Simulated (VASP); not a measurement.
A run of VASP 6.6.1 is set up as follows.

The input INCAR:

```
SYSTEM = PtSe2
PREC = Accurate ; ENCUT = 400
EDIFF = 1E-6 ; ISMEAR = 0
SIGMA = 0.1 ; LREAL = .FALSE.
LASPH = .TRUE. ; NELM = 120
ALGO = Normal ; ISIF = 2
LWAVE = .FALSE. ; LCHARG = .FALSE.
LDIPOL = .TRUE. ; IDIPOL = 3
DIPOL = 0.5 0.5 0.386 ; GGA = PE
IVDW = 12 ; NBANDS = 56
GGA_COMPAT = .FALSE. ; NELMDL = -8
```

The input KPOINTS:

```
Automatic mesh
0
G
  3 3 1
  0 0 0
```

Contents of POSCAR:

```
PtSe2
1.0
    7.5434048679      0.0000000000      0.0000000000
   -3.7717024339      6.5327802466      0.0000000000
    0.0000000000      0.0000000000     24.0554116943
Se Pt
8 4
Direct
    0.3333333333      0.1666666667      0.3325654992
    0.3333333333      0.6666666667      0.3325654992
    0.8333333333      0.1666666667      0.3325654992
    0.8333333333      0.6666666667      0.3325654992
    0.1671811752      0.3322841119      0.4394050512
    0.1676034657      0.8351811836      0.4392828133
    0.6650968154      0.3323115729      0.4394040877
    0.6668127000      0.8336557538      0.4395858481
   -0.0000447460      0.0000654316      0.3860007050
   -0.0000070441      0.4999894213      0.3864181254
    0.5001137242      0.0000799556      0.3859999586
    0.5000022531      0.5000138803      0.3860814375
```

Potentials or basis: VASP PAW PBE potentials, release 64 (Se, Pt).

Launch:

```bash
$ cat potpaw_PBE.64/Se/POTCAR potpaw_PBE.64/Pt/POTCAR > POTCAR
$ mpirun -np 1 vasp_std > vasp.out
```

**Question.** Predict the dispersion energy per atom.

**Answer.** -0.290 eV.

**Question.** Predict the band gap on the k mesh.

**Answer.** 1.63 eV.

**Question.** Estimate the largest force.

**Answer.** 0.123 eV/Å.

Forces on the atoms (eV/Å):
```
Se   0.000  0.010 -0.039
Se  -0.021 -0.019  0.017
Se   0.000  0.036  0.006
Se   0.021 -0.019  0.017
Se  -0.061  0.056  0.061
Se  -0.001 -0.092  0.081
Se   0.062  0.055  0.061
Se   0.001 -0.016  0.004
Pt   0.003 -0.008 -0.043
Pt   0.000  0.003 -0.082
Pt  -0.003 -0.009 -0.043
Pt   0.000  0.004 -0.040
```

Caveat: spin-orbit coupling is left out, which moves the levels of the heavy elements.
